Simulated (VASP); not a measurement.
# Mg2Si (Fm-3m) in VASP: a series of runs

The runs below take Mg2Si through single point, with PBE, PBE+D3(BJ), LDA.

Everything below comes from runs of VASP 6.6.1. Logs are shortened: lines on timing, memory, paths and dates and some standing lists are left out, and cuts for length are marked.

### Step 1. The cell of the first run

The structure is cubic, space group Fm-3m (No. 225). The conventional cell has a = 6.340 Å, b = 6.340 Å, c = 6.340 Å, α = 90.00°, β = 90.00°, γ = 90.00°. Mg (site symmetry -43m) has 4 Si at 2.75 Å and 6 Mg at 3.17 Å within 3.6 Å. Si (site symmetry m-3m) has 8 Mg at 2.75 Å within 3.6 Å.

### Step 2. Single point, PBE

INCAR reads:

```
PREC = Accurate ; ENCUT = 600
EDIFF = 1E-6 ; ISMEAR = 0
SIGMA = 0.1 ; LREAL = F
LASPH = T ; NELM = 120
ALGO = Normal ; ISIF = 2
LWAVE = F ; LCHARG = T
GGA = PE ; LELF = T
LVHAR = T ; NBANDS = 11
GGA_COMPAT = F
```

KPOINTS reads:

```
Automatic mesh
0
Gamma
  6 6 6
```

POSCAR reads:

```
Mg2Si
1.0
    0.0000000000      3.1698179195      3.1698179195
    3.1698179195      0.0000000000      3.1698179195
    3.1698179195      3.1698179195      0.0000000000
Mg Si
2 1
Direct
    0.2500000000      0.2500000000      0.2500000000
    0.7500000000      0.7500000000      0.7500000000
    0.0000000000      0.0000000000      0.0000000000
```

Potentials or basis: VASP PAW PBE potentials, release 64 (Mg, Si).

The run is started by

```
$ cat potpaw_PBE.64/Mg/POTCAR potpaw_PBE.64/Si/POTCAR > POTCAR
$ mpirun -np 1 vasp_std > vasp.out
```

OUTCAR:

```text
PREC = Accurate
   ENCUT = 600
   EDIFF = 1E-6
   ISMEAR = 0
   LREAL = F
   LASPH = T
   NELM = 120
   ISIF = 2
   GGA = PE

 ion  position               nearest neighbor table
   1  0.250  0.250  0.250-   3 2.75   3 2.75   3 2.75   3 2.75   2 3.17   2 3.17   2 3.17   2 3.17
                             2 3.17   2 3.17
   2  0.750  0.750  0.750-   3 2.75   3 2.75   3 2.75   3 2.75   1 3.17   1 3.17   1 3.17   1 3.17
                             1 3.17   1 3.17
   3  0.000  0.000  0.000-   2 2.75   2 2.75   2 2.75   1 2.75   2 2.75   1 2.75   1 2.75   1 2.75

  LATTYP: Found a face centered cubic cell.
 ALAT       =     6.3396358390

  Lattice vectors:

 A1 = (   0.0000000000,   3.1698179195,   3.1698179195)
 A2 = (   3.1698179195,   0.0000000000,   3.1698179195)
 A3 = (   3.1698179195,   3.1698179195,   0.0000000000)

Analysis of symmetry for initial positions (statically):
=====================================================================
 Subroutine PRICEL returns:
 Original cell was already a primitive cell.

 Routine SETGRP: Setting up the symmetry group for a
 face centered cubic supercell.

 Subroutine GETGRP returns: Found 48 space group operations
 (whereof 48 operations were pure point group operations)
 out of a pool of 48 trial point group operations.

The static configuration has the point symmetry O_h .

Analysis of symmetry for dynamics (positions and initial velocities):
=====================================================================
 Subroutine PRICEL returns:
 Original cell was already a primitive cell.

 Routine SETGRP: Setting up the symmetry group for a
 face centered cubic supercell.

 Subroutine GETGRP returns: Found 48 space group operations
 (whereof 48 operations were pure point group operations)
 out of a pool of 48 trial point group operations.

The dynamic configuration has the point symmetry O_h .

 Subroutine INISYM returns: Found 48 space group operations
 (whereof 48 operations are pure point group operations),
 and found     1 'primitive' translations

----------------------------------------------------------------------------------------

                                     Primitive cell

  volume of cell :      63.6990

  direct lattice vectors                    reciprocal lattice vectors
     0.000000000  3.169817919  3.169817919    -0.157737767  0.157737767  0.157737767
     3.169817919  0.000000000  3.169817919     0.157737767 -0.157737767  0.157737767
     3.169817919  3.169817919  0.000000000     0.157737767  0.157737767 -0.157737767

  length of vectors
     4.482799492  4.482799492  4.482799492     0.273209826  0.273209826  0.273209826

  position of ions in fractional coordinates (direct lattice)
     0.250000000  0.250000000  0.250000000
     0.750000000  0.750000000  0.750000000
     0.000000000  0.000000000  0.000000000

  ion indices of the primitive-cell ions
   primitive index   ion index
                 1           1
                 2           2
                 3           3

----------------------------------------------------------------------------------------

 KPOINTS: Automatic mesh

Automatic generation of k-mesh.
 Grid dimensions read from file:
 generate k-points for:    6    6    6

 Generating k-lattice:

  Cartesian coordinates                     Fractional coordinates (reciprocal lattice)
    -0.026289628  0.026289628  0.026289628     0.166666667  0.000000000  0.000000000
     0.026289628 -0.026289628  0.026289628     0.000000000  0.166666667  0.000000000
     0.026289628  0.026289628 -0.026289628     0.000000000  0.000000000  0.166666667

  Length of vectors
     0.045534971  0.045534971  0.045534971

  Shift w.r.t. Gamma in fractional coordinates (k-lattice)
     0.000000000  0.000000000  0.000000000

 Subroutine IBZKPT returns following result:
 ===========================================

 Found     16 irreducible k-points:

 Following reciprocal coordinates:
            Coordinates               Weight
  0.000000  0.000000  0.000000      1.000000
  0.166667  0.000000  0.000000      8.000000
  0.333333  0.000000  0.000000      8.000000
  0.500000  0.000000  0.000000      4.000000
  0.166667  0.166667  0.000000      6.000000
  0.333333  0.166667  0.000000     24.000000
[... 8 lines left out ...]
 -0.333333  0.333333  0.166667     24.000000
 -0.333333  0.500000  0.166667     12.000000
   k-points           NKPTS =     16   k-points in BZ     NKDIM =     16   number of bands    NBANDS=     11
   number of dos      NEDOS =    301   number of ions     NIONS =      3
   total plane-waves  NPLWV =  46656
   dimension x,y,z NGX =    36 NGY =   36 NGZ =   36
   dimension x,y,z NGXF=    72 NGYF=   72 NGZF=   72
   ions per type =               2   1
   NGX,Y,Z   is equivalent  to a cutoff of  13.35, 13.35, 13.35 a.u.
   NGXF,Y,Z  is equivalent  to a cutoff of  26.70, 26.70, 26.70 a.u.
 SYSTEM =  unknown system
   PREC   = accura    normal or accurate (medium, high low for compatibility)
   ISTART =      0    job   : 0-new  1-cont  2-samecut
   ICHARG =      2    charge: 1-file 2-atom 10-const
   ISPIN  =      1    spin polarized calculation?
   LNONCOLLINEAR =      F non collinear calculations
   LSORBIT =      F    spin-orbit coupling
   LASPH  =      T    aspherical Exc in radial PAW
   ENCUT  =  600.0 eV  44.10 Ry    6.64 a.u.   8.95  8.95  8.95*2*pi/ulx,y,z
   NELM   =    120;   NELMIN=  2; NELMDL= -5     # of ELM steps
   EDIFF  = 0.1E-05   stopping-criterion for ELM
   LREAL  =      F    real-space projection
   EDIFFG = 0.1E-04   stopping-criterion for IOM
   NSW    =      0    number of steps for IOM
   IBRION =     -1    ionic relax: 0-MD 1-quasi-New 2-CG
   NFREE  =      0    steps in history (QN), initial steepest desc. (CG)
   ISIF   =      2    stress and relaxation
   ISYM   =      2    0-nonsym 1-usesym 2-fastsym
   POTIM  = 0.5000    time-step for ionic-motion
   TEBEG  =    0.0;   TEEND  =   0.0 temperature during run
   PSTRESS=    0.0 pullay stress
   NELECT =       8.0000    total number of electrons
   NUPDOWN=      -1.0000    fix difference up-down
   EMIN   =  10.00;   EMAX   =-10.00  energy-range for DOS
   EFERMI =   0.00;   METHOD = LEGACY
   ISMEAR =     0;   SIGMA  =   0.10  broadening in eV -4-tet -1-fermi 0-gaus
   EFERMI_NEDOS =   21; number of points for ismear=-14 and -15
   IALGO  =     38    algorithm
   IMIX   =      4    mixing-type and parameters
     AMIX     =   0.40;   BMIX     =  1.00
     AMIX_MAG =   1.60;   BMIX_MAG =  1.00
  volume/ion in A,a.u.               =      21.23       143.29
  Fermi-wavevector in a.u.,A,eV,Ry     =   0.819836  1.549266  9.144907  0.672132
  Thomas-Fermi vector in A             =   1.930712
   LORBIT       =      0    0 simple, 1 ext, 2 COOP (PROOUT), +10 PAW based schemes
   GGA     = PE    functional components
   LHFCALC =     F    Hartree Fock is set to
   AEXX    =    0.0000 exact exchange contribution
   IVDW    =     0    specifies the selected vdW correction
   LEPSILON=     F    determine dielectric tensor
   LRPA    =     F    only Hartree local field effects (RPA)
 non-spin polarized calculation
 Gauss-broadening in eV      SIGMA  =   0.10
  energy-cutoff  :      600.00
  volume of cell :       63.70
 maximum number of plane-waves:      2158
   NGX = 17   NGY = 17   NGZ = 17

 number of electron       8.0000000 magnetization

 Free energy of the ion-electron system (eV)
  ---------------------------------------------------
  ext. energy  EPLUGINS =         0.00000000
  ---------------------------------------------------
  free energy    TOTEN  =        -8.89518091 eV

  energy without entropy =       -8.89457724  energy(sigma->0) =       -8.89487908

 E-fermi :   3.7340     XC(G=0):  -8.8051

 val. band max:        3.6362758146   @ k =   0.0000   0.0000   0.0000
 cond. band min:       3.8316342160   @ k =   0.5000   0.5000   0.0000
 fundamental gap:      0.1953584014
 Fermi energy:         3.7339547377

 k-point     1 :       0.0000    0.0000    0.0000
  band No.  band energies     occupation
      1      -5.4990      2.00000
      2       3.6363      1.83284
      3       3.6363      1.83284
      4       3.6363      1.83284
      5       5.5435      0.00000
      6       6.2065      0.00000
      7       6.2065      0.00000
      8       6.2065      0.00000
      9       9.2815      0.00000
     10       9.2815      0.00000
     11      10.1614      0.00000

 k-point     2 :       0.1667    0.0000    0.0000
  band No.  band energies     occupation
      1      -5.2506      2.00000
      2       1.9299      2.00000
      3       3.3884      2.00000
      4       3.3884      2.00000
      5       5.5785      0.00000
      6       6.6113      0.00000
      7       6.6113      0.00000
      8       7.4786      0.00000
      9       8.5299      0.00000
     10       8.5299      0.00000
     11      10.2065      0.00000

 k-point     3 :       0.3333    0.0000    0.0000
  band No.  band energies     occupation
      1      -4.5878      2.00000
      2      -0.1246      2.00000
      3       3.0559      2.00000
      4       3.0559      2.00000
      5       5.0959      0.00000
      6       6.4532      0.00000
      7       6.4532      0.00000
      8       8.8622      0.00000
      9       9.4194      0.00000
     10       9.4194      0.00000
     11      10.2682      0.00000

 k-point     4 :       0.5000    0.0000    0.0000
  band No.  band energies     occupation
      1      -4.0630      2.00000
      2      -1.1397      2.00000
      3       2.9328      2.00000
      4       2.9328      2.00000
      5       4.9145      0.00000
      6       6.1882      0.00000
      7       6.1882      0.00000
      8       8.6564      0.00000
      9      11.6426      0.00000
     10      11.6426      0.00000
     11      11.8711      0.00000

 k-point     5 :       0.1667    0.1667    0.0000
  band No.  band energies     occupation
      1      -5.1671      2.00000
      2       2.1742      2.00000
      3       2.8678      2.00000
      4       2.8678      2.00000
      5       5.4111      0.00000
      6       6.3984      0.00000
      7       7.4285      0.00000
      8       7.4285      0.00000
      9       7.9271      0.00000
     10       9.6862      0.00000
     11      11.6008      0.00000
[... 99 lines left out ...]
 k-point    13 :       0.5000    0.5000    0.0000
  band No.  band energies     occupation
      1      -3.5014      2.00000
      2      -0.8095      2.00000
      3       1.6840      2.00000
      4       1.6840      2.00000
      5       3.8316      0.16716
      6       4.0492      0.00001
      7      11.5930      0.00000
      8      11.5930      0.00000
      9      12.0537      0.00000
     10      12.0537      0.00000
     11      12.5275      0.00000

 k-point    14 :       0.5000    0.3333    0.1667
  band No.  band energies     occupation
      1      -4.0569      2.00000
      2      -0.0006      2.00000
      3       0.9852      2.00000
      4       2.0441      2.00000
      5       5.8714      0.00000
      6       6.0852      0.00000
      7       6.9199      0.00000
      8       9.3815      0.00000
      9       9.8506      0.00000
     10      11.4432      0.00000
     11      13.0272      0.00000

 k-point    15 :      -0.3333    0.3333    0.1667
  band No.  band energies     occupation
      1      -3.6409      2.00000
      2      -0.4707      2.00000
      3       0.5614      2.00000
      4       1.6684      2.00000
      5       5.9104      0.00000
      6       6.4142      0.00000
      7       8.0486      0.00000
      8       8.6074      0.00000
      9       9.5894      0.00000
     10      11.7599      0.00000
     11      12.7030      0.00000

 k-point    16 :      -0.3333    0.5000    0.1667
  band No.  band energies     occupation
      1      -3.4649      2.00000
      2      -0.4326      2.00000
      3       0.6346      2.00000
      4       1.1039      2.00000
      5       5.3751      0.00000
      6       5.7725      0.00000
      7       8.6897      0.00000
      8       8.8162      0.00000
      9      11.8487      0.00000
     10      12.0978      0.00000
     11      12.3898      0.00000

------------------------ aborting loop because EDIFF is reached ----------------------------------------

  FORCE on cell =-STRESS in cart. coord.  units (eV):
  Direction    XX          YY          ZZ          XY          YZ          ZX
  --------------------------------------------------------------------------------------
  -------------------------------------------------------------------------------------
  Total        0.2014644      0.2014644      0.2014644     -0.0000000      0.0000000      0.0000000
  in kB        5.0672924      5.0672924      5.0672924     -0.0000000      0.0000000      0.0000000
  external PRESSURE =       5.0672924 kB  Pullay stress =       0.0000000 kB

 VOLUME and BASIS-vectors are now :
 -----------------------------------------------------------------------------
  energy-cutoff  :      600.00
  volume of cell :       63.70
      direct lattice vectors                 reciprocal lattice vectors
     0.000000000  3.169817919  3.169817919    -0.157737767  0.157737767  0.157737767
     3.169817919  0.000000000  3.169817919     0.157737767 -0.157737767  0.157737767
     3.169817919  3.169817919  0.000000000     0.157737767  0.157737767 -0.157737767

 POSITION                                       TOTAL-FORCE (eV/Angst)
 -----------------------------------------------------------------------------------
      1.58491      1.58491      1.58491        -0.000000     -0.000000     -0.000000
      4.75473      4.75473      4.75473         0.000000      0.000000      0.000000
      0.00000      0.00000      0.00000         0.000000      0.000000      0.000000
 -----------------------------------------------------------------------------------
    total drift:                               -0.000000     -0.000000     -0.000000

  FREE ENERGIE OF THE ION-ELECTRON SYSTEM (eV)
  ---------------------------------------------------
  free  energy   TOTEN  =        -8.8951809131 eV

  energy  without entropy=       -8.8945772411  energy(sigma->0) =       -8.89487908
```

It took 9.5 s on 1 thread of AMD EPYC 9R45 (Zen 5), shared host; peak memory 0.17 GiB.

Results:

* Free energy: -8.8952 eV
* Pressure: 0.5 GPa
* Band gap on the k mesh: 0.20 eV, indirect (least direct gap 1.91 eV)

A k mesh can miss the band edges.

### Step 3. Single point, PBE+D3(BJ)

INCAR reads:

```
PREC     = Accurate       # precision mode
ENCUT    = 600            # plane-wave cutoff, eV
EDIFF    = 1E-6           # SCF threshold, eV
ISMEAR   = 0              # smearing method
SIGMA    = 0.1            # smearing width, eV
LREAL    = False          # projectors in reciprocal space
LASPH    = True           # aspherical terms in the spheres
NELM     = 120            # most SCF steps
ALGO     = Normal         # electronic algorithm
ISIF     = 2              # what is computed and relaxed
LWAVE    = False          # write WAVECAR
LCHARG   = False          # write CHGCAR
GGA      = PE             # functional
IVDW     = 12             # dispersion correction
NBANDS   = 11             # bands
GGA_COMPAT= False
```

KPOINTS is that of step 2.

POSCAR is that of step 2.

Potentials or basis: VASP PAW PBE potentials, release 64 (Mg, Si).

The run is started by

```
$ cat potpaw_PBE.64/Mg/POTCAR potpaw_PBE.64/Si/POTCAR > POTCAR
$ mpirun -np 1 vasp_std > vasp.out
```

It took 9.7 s on 1 thread of AMD EPYC 9R45 (Zen 5), shared host; peak memory 0.18 GiB.

It converged, with:

```
Free energy                : -9.7869 eV
Pressure                   : -1.9 GPa
Band gap on the k mesh     : 0.20 eV, indirect (least direct gap 1.91 eV)
Dispersion energy per atom : -0.297 eV
```

Levels at points of the mesh, in eV from the valence-band top:
| k point | band 1 | band 2 | band 3 | band 4 | band 5 | band 6 | band 7 | band 8 |
| --- | --- | --- | --- | --- | --- | --- | --- | --- |
| (0.00, 0.00, 0.00) | -9.14 | 0.00 | 0.00 | 0.00 | 1.91 | 2.57 | 2.57 | 2.57 |
| (0.50, 0.00, 0.00) | -7.70 | -4.78 | -0.70 | -0.70 | 1.28 | 2.55 | 2.55 | 5.02 |
| (0.50, 0.50, 0.00) | -7.14 | -4.45 | -1.95 | -1.95 | 0.20 | 0.41 | 7.96 | 7.96 |

A k mesh can miss the band edges.

(Part 1 of 2 ends here.)
